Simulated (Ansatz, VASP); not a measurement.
## Ta: VASP beside Ansatz

Contents of INCAR:

```
SYSTEM = Ta
  PREC = Accurate
  ENCUT = 520
  EDIFF = 1E-6
  ISMEAR = 0
  SIGMA = 0.15
  LREAL = .False.
  LASPH = .True.
  NELM = 100
  ALGO = Normal
  ISIF = 2
  LWAVE = .False.
  LCHARG = .False.
  GGA = PE
  NBANDS = 12
```

The input KPOINTS:

```
Automatic mesh
0
Gamma
  20 20 20
  0 0 0
```

The input POSCAR:

```
Ta
1.0
   -1.6370582302      1.6370582302      1.6370582302
    1.6370582302     -1.6370582302      1.6370582302
    1.6370582302      1.6370582302     -1.6370582302
Ta
1
Direct
    0.0000000000      0.0000000000      0.0000000000
```

Input for Ansatz:

```yaml
crystal:
  lattice:
    - [-1.6370582302, 1.6370582302, 1.6370582302]
    - [1.6370582302, -1.6370582302, 1.6370582302]
    - [1.6370582302, 1.6370582302, -1.6370582302]
  atoms:
    - { symbol: Ta, position: [0.0, 0.0, 0.0] }
basis:
  ecutwfc: 420
kpoints:
  mp_grid: { grid: [20, 20, 20] }
hamiltonian:
  xc: pbe
  pseudopotentials: { kind: paw, azcp: { folder: soft_1 } }
scf:
  occupations: { method: gaussian, width: 0.15 }
output:
  forces: true
  stress: true
  eigenvalues: true
```

Alike in both runs: task single point; functional PBE; k mesh 20 × 20 × 20; occupations gaussian, width 0.15 eV; no spin polarisation.

|  | VASP | Ansatz |
| --- | --- | --- |
| version | VASP 6.6.1 | Ansatz 0.2.0 |
| potentials or method | VASP PAW PBE potentials, release 64 (Ta_pv), cutoff 520 eV | scalar-relativistic, plane waves, PAW |
| valence electrons in the cell | 11 | 13 |

```csv
,VASP,Ansatz,Ansatz less VASP
gap on the k mesh at the Fermi level (eV),none,none,-
pressure (GPa),9.0,8.8,-0.15
```

A gap of «none» marks a metal or a gap that the smearing closes. With one functional, cell and mesh, what is left measures potentials, basis and numerics. VASP's potentials hold 11 valence electrons a cell and Ansatz's 13, so a difference there can come from the potentials and not from the codes.

Neither program's run includes spin-orbit coupling.
